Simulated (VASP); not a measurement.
Write the native input for VASP 6.6.1 that does the following.

```
Task                   : single point
Functional             : PBEsol
Potentials or basis    : VASP PAW PBE potentials, release 64 (Be)
Cutoff                 : 520 eV
k mesh                 : 22 × 22 × 22
Occupations            : fermi-dirac, width 0.05 eV
Spin                   : no spin polarisation
Dipole correction      : no
Further INCAR settings : ALGO = Normal; EDIFF = 1e-06; NBANDS = 7
```

The structure of Be lies in POSCAR:

```
Be
1.0
    1.7467598153      0.0000000000      0.0000000000
    0.0000000000      1.7467598153      0.0000000000
    0.0000000000      0.0000000000      1.7467598153
Be
1
Direct
    0.0000000000      0.0000000000      0.0000000000
```

This isn't the form of Be at room conditions, which is hcp.

One way to write it, as run:

INCAR

```
SYSTEM = Be
PREC = Accurate ; ENCUT = 520
EDIFF = 1E-6 ; ISMEAR = -1
SIGMA = 0.05 ; LREAL = .FALSE.
LASPH = .TRUE. ; NELM = 100
ALGO = Normal ; ISIF = 2
LWAVE = .FALSE. ; LCHARG = .TRUE.
GGA = PS ; LELF = .TRUE.
LVHAR = .TRUE. ; NBANDS = 7
```

KPOINTS

```
regular mesh
0
G
  22 22 22
  0 0 0
```

Potentials or basis: VASP PAW PBE potentials, release 64 (Be).

Command:

```console
$ cat potpaw_PBE.64/Be/POTCAR > POTCAR
$ mpirun -np 1 vasp_std > vasp.out
```

It gave:

```json
{
 "Pressure": "141.7 GPa",
 "Band gap on the k mesh": "zero (bands 1 and 2 overlap by 8.65 eV)"
}
```

Caveat: the cell stands under pressure; the PAW data sets were made with another functional, which shifts forces and pressure a little.

Run time: 9.6 s on 1 thread of Intel Xeon 8259CL, with other jobs on the host, peak memory 0.11 GiB.
